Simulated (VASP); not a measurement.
# LiBeF3 (Pm-3m) in VASP: notebook

Runs on LiBeF3. Level: PBE. Tasks: single point.

All numbers are computed with VASP 6.6.1; they aren't measurements. Logs are shortened: lines on timing, memory, paths and dates and some standing lists are left out, and cuts for length are marked.

### 1 The cell of the first run

Symmetry: Pm-3m, No. 221, cubic system. The conventional cell has a = 3.541 Å, b = 3.541 Å, c = 3.541 Å, α = 90.00°, β = 90.00°, γ = 90.00°. Within 2.4 Å of Li (site symmetry m-3m) lie 6 F at 1.77 Å. Be (site symmetry m-3m) has 12 F at 2.50 Å and 8 Li at 3.07 Å within 3.3 Å. F (site symmetry 4/mmm) has 2 Li at 1.77 Å within 2.4 Å.

### 2 Single point, PBE

INCAR

```
SYSTEM = LiBeF3
PREC = Accurate
ENCUT = 520
EDIFF = 1E-7
ISMEAR = 0
SIGMA = 0.1
LREAL = .False.
LASPH = .True.
NELM = 80
ALGO = Normal
ISIF = 2
LWAVE = .False.
LCHARG = .False.
GGA = PE
NBANDS = 21
```

KPOINTS

```
Automatic mesh
0
Gamma
  4 4 4
  0 0 0
```

POSCAR

```
LiBeF3
1.0
    3.5411025478      0.0000000000      0.0000000000
    0.0000000000      3.5411025478      0.0000000000
    0.0000000000      0.0000000000      3.5411025478
Li Be F
1 1 3
Direct
    0.5000000000      0.5000000000      0.5000000000
    0.0000000000      0.0000000000      0.0000000000
    0.0000000000      0.5000000000      0.5000000000
    0.5000000000      0.0000000000      0.5000000000
    0.5000000000      0.5000000000      0.0000000000
```

Potentials or basis: VASP PAW PBE potentials, release 64 (Li_sv, Be, F).

Started as:

```console
> cat potpaw_PBE.64/Li_sv/POTCAR potpaw_PBE.64/Be/POTCAR potpaw_PBE.64/F/POTCAR > POTCAR
> mpirun -np 1 vasp_std > vasp.out
```

OUTCAR:

```text
SYSTEM = LiBeF3
   PREC = Accurate
   ENCUT = 520
   EDIFF = 1E-7
   ISMEAR = 0
   LREAL = .False.
   LASPH = .True.
   NELM = 80
   ISIF = 2
   GGA = PE

 ion  position               nearest neighbor table
   1  0.500  0.500  0.500-   3 1.77   4 1.77   5 1.77   5 1.77   4 1.77   3 1.77
   2  0.000  0.000  0.000-
   3  0.000  0.500  0.500-   1 1.77   1 1.77
   4  0.500  0.000  0.500-   1 1.77   1 1.77
   5  0.500  0.500  0.000-   1 1.77   1 1.77

  LATTYP: Found a simple cubic cell.
 ALAT       =     3.5411025478

  Lattice vectors:

 A1 = (   3.5411025478,   0.0000000000,   0.0000000000)
 A2 = (   0.0000000000,   3.5411025478,   0.0000000000)
 A3 = (   0.0000000000,   0.0000000000,   3.5411025478)

Analysis of symmetry for initial positions (statically):
=====================================================================
 Subroutine PRICEL returns:
 Original cell was already a primitive cell.

 Routine SETGRP: Setting up the symmetry group for a
 simple cubic supercell.

 Subroutine GETGRP returns: Found 48 space group operations
 (whereof 48 operations were pure point group operations)
 out of a pool of 48 trial point group operations.

The static configuration has the point symmetry O_h .

Analysis of symmetry for dynamics (positions and initial velocities):
=====================================================================
 Subroutine PRICEL returns:
 Original cell was already a primitive cell.

 Routine SETGRP: Setting up the symmetry group for a
 simple cubic supercell.

 Subroutine GETGRP returns: Found 48 space group operations
 (whereof 48 operations were pure point group operations)
 out of a pool of 48 trial point group operations.

The dynamic configuration has the point symmetry O_h .

 Subroutine INISYM returns: Found 48 space group operations
 (whereof 48 operations are pure point group operations),
 and found     1 'primitive' translations

----------------------------------------------------------------------------------------

                                     Primitive cell

  volume of cell :      44.4033

  direct lattice vectors                    reciprocal lattice vectors
     3.541102548  0.000000000  0.000000000     0.282397922  0.000000000  0.000000000
     0.000000000  3.541102548  0.000000000     0.000000000  0.282397922  0.000000000
     0.000000000  0.000000000  3.541102548     0.000000000  0.000000000  0.282397922

  length of vectors
     3.541102548  3.541102548  3.541102548     0.282397922  0.282397922  0.282397922

  position of ions in fractional coordinates (direct lattice)
     0.500000000  0.500000000  0.500000000
     0.000000000  0.000000000  0.000000000
     0.000000000  0.500000000  0.500000000
     0.500000000  0.000000000  0.500000000
     0.500000000  0.500000000  0.000000000

  ion indices of the primitive-cell ions
   primitive index   ion index
                 1           1
                 2           2
                 3           3
                 4           4
                 5           5

----------------------------------------------------------------------------------------

 KPOINTS: Automatic mesh

Automatic generation of k-mesh.
 Grid dimensions read from file:
 generate k-points for:    4    4    4

 Generating k-lattice:

  Cartesian coordinates                     Fractional coordinates (reciprocal lattice)
     0.070599480  0.000000000  0.000000000     0.250000000  0.000000000  0.000000000
     0.000000000  0.070599480  0.000000000     0.000000000  0.250000000  0.000000000
     0.000000000  0.000000000  0.070599480     0.000000000  0.000000000  0.250000000

  Length of vectors
     0.070599480  0.070599480  0.070599480

  Shift w.r.t. Gamma in fractional coordinates (k-lattice)
     0.000000000  0.000000000  0.000000000

 Subroutine IBZKPT returns following result:
 ===========================================

 Found     10 irreducible k-points:

 Following reciprocal coordinates:
            Coordinates               Weight
  0.000000  0.000000  0.000000      1.000000
  0.250000  0.000000  0.000000      6.000000
  0.500000  0.000000  0.000000      3.000000
  0.250000  0.250000  0.000000     12.000000
  0.500000  0.250000  0.000000     12.000000
  0.500000  0.500000  0.000000      3.000000
  0.250000  0.250000  0.250000      8.000000
  0.500000  0.250000  0.250000     12.000000
  0.500000  0.500000  0.250000      6.000000
  0.500000  0.500000  0.500000      1.000000
   k-points           NKPTS =     10   k-points in BZ     NKDIM =     10   number of bands    NBANDS=     21
   number of dos      NEDOS =    301   number of ions     NIONS =      5
   total plane-waves  NPLWV =  21952
   dimension x,y,z NGX =    28 NGY =   28 NGZ =   28
   dimension x,y,z NGXF=    56 NGYF=   56 NGZF=   56
   ions per type =               1   1   3
   NGX,Y,Z   is equivalent  to a cutoff of  13.15, 13.15, 13.15 a.u.
   NGXF,Y,Z  is equivalent  to a cutoff of  26.29, 26.29, 26.29 a.u.
 SYSTEM =  LiBeF3
   PREC   = accura    normal or accurate (medium, high low for compatibility)
   ISTART =      0    job   : 0-new  1-cont  2-samecut
   ICHARG =      2    charge: 1-file 2-atom 10-const
   ISPIN  =      1    spin polarized calculation?
   LNONCOLLINEAR =      F non collinear calculations
   LSORBIT =      F    spin-orbit coupling
   LASPH  =      T    aspherical Exc in radial PAW
   ENCUT  =  520.0 eV  38.22 Ry    6.18 a.u.   6.58  6.58  6.58*2*pi/ulx,y,z
   NELM   =     80;   NELMIN=  2; NELMDL= -5     # of ELM steps
   EDIFF  = 0.1E-06   stopping-criterion for ELM
   LREAL  =      F    real-space projection
   EDIFFG = 0.1E-05   stopping-criterion for IOM
   NSW    =      0    number of steps for IOM
   IBRION =     -1    ionic relax: 0-MD 1-quasi-New 2-CG
   NFREE  =      0    steps in history (QN), initial steepest desc. (CG)
   ISIF   =      2    stress and relaxation
   ISYM   =      2    0-nonsym 1-usesym 2-fastsym
   POTIM  = 0.5000    time-step for ionic-motion
   TEBEG  =    0.0;   TEEND  =   0.0 temperature during run
   PSTRESS=    0.0 pullay stress
   NELECT =      26.0000    total number of electrons
   NUPDOWN=      -1.0000    fix difference up-down
   EMIN   =  10.00;   EMAX   =-10.00  energy-range for DOS
   EFERMI =   0.00;   METHOD = LEGACY
   ISMEAR =     0;   SIGMA  =   0.10  broadening in eV -4-tet -1-fermi 0-gaus
   EFERMI_NEDOS =   21; number of points for ismear=-14 and -15
   IALGO  =     38    algorithm
   IMIX   =      4    mixing-type and parameters
     AMIX     =   0.40;   BMIX     =  1.00
     AMIX_MAG =   1.60;   BMIX_MAG =  1.00
  volume/ion in A,a.u.               =       8.88        59.93
  Fermi-wavevector in a.u.,A,eV,Ry     =   1.369601  2.588171 25.521908  1.875807
  Thomas-Fermi vector in A             =   2.495462
   LORBIT       =      0    0 simple, 1 ext, 2 COOP (PROOUT), +10 PAW based schemes
   GGA     = PE    functional components
   LHFCALC =     F    Hartree Fock is set to
   AEXX    =    0.0000 exact exchange contribution
   IVDW    =     0    specifies the selected vdW correction
   LEPSILON=     F    determine dielectric tensor
   LRPA    =     F    only Hartree local field effects (RPA)
 non-spin polarized calculation
 Gauss-broadening in eV      SIGMA  =   0.10
  energy-cutoff  :      520.00
  volume of cell :       44.40
 maximum number of plane-waves:      1222
 NGX is ok and might be reduce to    28
   NGX = 13   NGY = 13   NGZ = 13

 number of electron      26.0000051 magnetization

 Free energy of the ion-electron system (eV)
  ---------------------------------------------------
  ext. energy  EPLUGINS =         0.00000000
  ---------------------------------------------------
  free energy    TOTEN  =       -19.95923297 eV

  energy without entropy =      -19.95923297  energy(sigma->0) =      -19.95923297

 E-fermi :   0.9196     XC(G=0): -10.0957

 val. band max:        0.3690914933   @ k =   0.5000   0.5000   0.5000
 cond. band min:       1.9462929695   @ k =   0.0000   0.0000   0.0000
 fundamental gap:      1.5772014762
 Fermi energy:         0.9196358712

 k-point     1 :       0.0000    0.0000    0.0000
  band No.  band energies     occupation
      1     -39.5057      2.00000
      2     -20.6751      2.00000
      3     -19.2838      2.00000
      4     -19.2838      2.00000
      5      -3.4188      2.00000
      6      -3.4188      2.00000
[... 13 lines left out ...]
     20      19.2891      0.00000
     21      19.4578      0.00000

 k-point     2 :       0.2500    0.0000    0.0000
  band No.  band energies     occupation
      1     -39.5012      2.00000
      2     -20.5179      2.00000
      3     -19.5224      2.00000
      4     -19.2700      2.00000
      5      -3.2135      2.00000
      6      -3.0989      2.00000
[... 13 lines left out ...]
     20      19.6105      0.00000
     21      19.6124      0.00000

 k-point     3 :       0.5000    0.0000    0.0000
  band No.  band energies     occupation
      1     -39.4967      2.00000
      2     -20.2016      2.00000
      3     -19.9182      2.00000
      4     -19.2567      2.00000
      5      -3.0600      2.00000
      6      -2.5934      2.00000
[... 13 lines left out ...]
     20      19.8087      0.00000
     21      19.8087      0.00000
[... 121 lines left out ...]
 k-point     9 :       0.5000    0.5000    0.2500
  band No.  band energies     occupation
      1     -39.4836      2.00000
      2     -19.8391      2.00000
      3     -19.8391      2.00000
      4     -19.7611      2.00000
      5      -3.7831      2.00000
      6      -3.0375      2.00000
[... 13 lines left out ...]
     20      16.6762      0.00000
     21      20.9855      0.00000

 k-point    10 :       0.5000    0.5000    0.5000
  band No.  band energies     occupation
      1     -39.4794      2.00000
      2     -19.8126      2.00000
      3     -19.8126      2.00000
      4     -19.8126      2.00000
      5      -3.6140      2.00000
      6      -3.6140      2.00000
[... 13 lines left out ...]
     20      15.1833      0.00000
     21      22.9634      0.00000

------------------------ aborting loop because EDIFF is reached ----------------------------------------

  FORCE on cell =-STRESS in cart. coord.  units (eV):
  Direction    XX          YY          ZZ          XY          YZ          ZX
  --------------------------------------------------------------------------------------
  -------------------------------------------------------------------------------------
  Total       -0.0347524     -0.0347524     -0.0347524      0.0000000      0.0000000      0.0000000
  in kB       -1.2539478     -1.2539478     -1.2539478      0.0000000      0.0000000      0.0000000
  external PRESSURE =      -1.2539478 kB  Pullay stress =       0.0000000 kB

 VOLUME and BASIS-vectors are now :
 -----------------------------------------------------------------------------
  energy-cutoff  :      520.00
  volume of cell :       44.40
      direct lattice vectors                 reciprocal lattice vectors
     3.541102548  0.000000000  0.000000000     0.282397922  0.000000000  0.000000000
     0.000000000  3.541102548  0.000000000     0.000000000  0.282397922  0.000000000
     0.000000000  0.000000000  3.541102548     0.000000000  0.000000000  0.282397922

 POSITION                                       TOTAL-FORCE (eV/Angst)
 -----------------------------------------------------------------------------------
      1.77055      1.77055      1.77055         0.000000      0.000000      0.000000
      0.00000      0.00000      0.00000         0.000000      0.000000      0.000000
      0.00000      1.77055      1.77055         0.000000      0.000000      0.000000
      1.77055      0.00000      1.77055         0.000000      0.000000      0.000000
      1.77055      1.77055      0.00000         0.000000      0.000000      0.000000
 -----------------------------------------------------------------------------------
    total drift:                                0.000000      0.000000      0.000000

  FREE ENERGIE OF THE ION-ELECTRON SYSTEM (eV)
  ---------------------------------------------------
  free  energy   TOTEN  =       -19.9592329653 eV

  energy  without entropy=      -19.9592329653  energy(sigma->0) =      -19.95923297
```

It took 6.8 s on 1 thread of AMD EPYC 9R14 (Zen 4), shared host; peak memory 0.12 GiB.

What came out:

| Item | Value |
| --- | --- |
| Free energy | -19.9592 eV |
| Band gap on the k mesh | 1.58 eV, indirect (least direct gap 1.93 eV) |

Caveat: the k points lie up to 0.44 Å⁻¹ apart; the cutoff is under 1.25 times the usual one of these potentials, so pressure, stress and relaxed cells hold a basis-set (Pulay) error. A k mesh can miss the band edges.

### 3 Single point, PBE

This run uses another cell than the first one, of 11.39 Å³/atom, 1.282 times its volume.

INCAR

```
SYSTEM = LiBeF3
ALGO = Normal ; EDIFF = 1E-7
ENCUT = 520 ; GGA = PE
ISIF = 2 ; ISMEAR = 0
LASPH = .TRUE. ; LCHARG = .FALSE.
LREAL = .FALSE. ; LWAVE = .FALSE.
NBANDS = 21 ; NELM = 100
PREC = Accurate ; SIGMA = 0.1
```

KPOINTS

```
k-points
0
G
  4 4 4
  0 0 0
```

Changes to POSCAR since step 2:

```diff
@@ -2,5 +2,5 @@
 1.0
-    3.5411025478      0.0000000000      0.0000000000
-    0.0000000000      3.5411025478      0.0000000000
-    0.0000000000      0.0000000000      3.5411025478
+    3.8468311000      0.0000000000      0.0000000000
+    0.0000000000      3.8468311000      0.0000000000
+    0.0000000000      0.0000000000      3.8468311000
 Li Be F
```

Potentials or basis: VASP PAW PBE potentials, release 64 (Li_sv, Be, F).

Started as:

```console
> cat potpaw_PBE.64/Li_sv/POTCAR potpaw_PBE.64/Be/POTCAR potpaw_PBE.64/F/POTCAR > POTCAR
> mpirun -np 1 vasp_std > vasp.out
```

Run time: 8.2 s. Hardware: 1 thread of AMD EPYC 9R14 (Zen 4), shared host; peak memory 0.13 GiB.

Results (log left out):

```
Free energy            : -19.3182 eV
Band gap on the k mesh : 0.84 eV, indirect (least direct gap 1.08 eV)
```

Levels at points of the mesh, in eV from the valence-band top:
| k point | band 11 | band 12 | band 13 | band 14 | band 15 | band 16 |
| --- | --- | --- | --- | --- | --- | --- |
| (0.00, 0.00, 0.00) | -0.24 | -0.24 | -0.24 | 0.84 | 7.33 | 7.33 |
| (0.50, 0.00, 0.00) | -0.94 | -0.33 | -0.33 | 3.36 | 4.67 | 6.84 |
| (0.50, 0.50, 0.00) | -1.06 | -0.17 | -0.01 | 3.59 | 5.86 | 5.86 |
| (0.50, 0.50, 0.50) | 0.00 | 0.00 | 0.00 | 2.29 | 6.79 | 6.79 |

Caveat: the cutoff is under 1.25 times the usual one of these potentials, so pressure, stress and relaxed cells hold a basis-set (Pulay) error. A k mesh can miss the band edges.
